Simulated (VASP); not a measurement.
Write the native input for VASP 6.6.1 that does the following.

| Quantity | Value |
| --- | --- |
| Task | single point |
| Functional | LDA |
| Potentials or basis | VASP PAW LDA potentials, release 64 (Ta_pv) |
| Cutoff | 520 eV |
| k mesh | 11 × 11 × 5 |
| Occupations | fermi-dirac, width 0.05 eV |
| Spin | no spin polarisation |
| Dipole correction | no |
| Further INCAR settings | ALGO = Normal; EDIFF = 1e-06; NBANDS = 18 |

The structure of Ta lies in POSCAR:

```
Ta
1.0
    2.8411641924      0.0000000000      0.0000000000
   -1.4205820962      2.4605203670      0.0000000000
    0.0000000000      0.0000000000      5.0608102442
Ta
2
Direct
    0.3333333333      0.6666666667      0.2500000000
    0.6666666667      0.3333333333      0.7500000000
```

This cell differs from its parent crystal: volume scaled by 0.94.

These files were run (other wordings do the same):

INCAR

```
PREC     = Accurate       # precision mode
ENCUT    = 520            # plane-wave cutoff, eV
EDIFF    = 1E-6           # SCF threshold, eV
ISMEAR   = -1             # smearing method
SIGMA    = 0.05           # smearing width, eV
LREAL    = F              # projectors in reciprocal space
LASPH    = T              # aspherical terms in the spheres
NELM     = 100            # most SCF steps
ALGO     = Normal         # electronic algorithm
ISIF     = 2              # what is computed and relaxed
LWAVE    = F              # write WAVECAR
LCHARG   = F              # write CHGCAR
NBANDS   = 18             # bands
```

KPOINTS

```
regular mesh
0
Gamma
  11 11 5
```

Potentials or basis: VASP PAW LDA potentials, release 64 (Ta_pv).

Command:

```bash
$ cat potpaw_LDA.64/Ta_pv/POTCAR > POTCAR
$ mpirun -np 1 vasp_std > vasp.out
```

It gave:

* Pressure: 0.5 GPa
* Band gap on the k mesh: zero (band 11 reaches 7.13 eV, above the bottom of band 12 at 5.38 eV)

Caveat: spin-orbit coupling is left out, which moves the levels of the heavy elements.

Run time: 11 s on 1 thread of Intel Xeon 6975P-C, with other jobs on the host, peak memory 0.15 GiB.
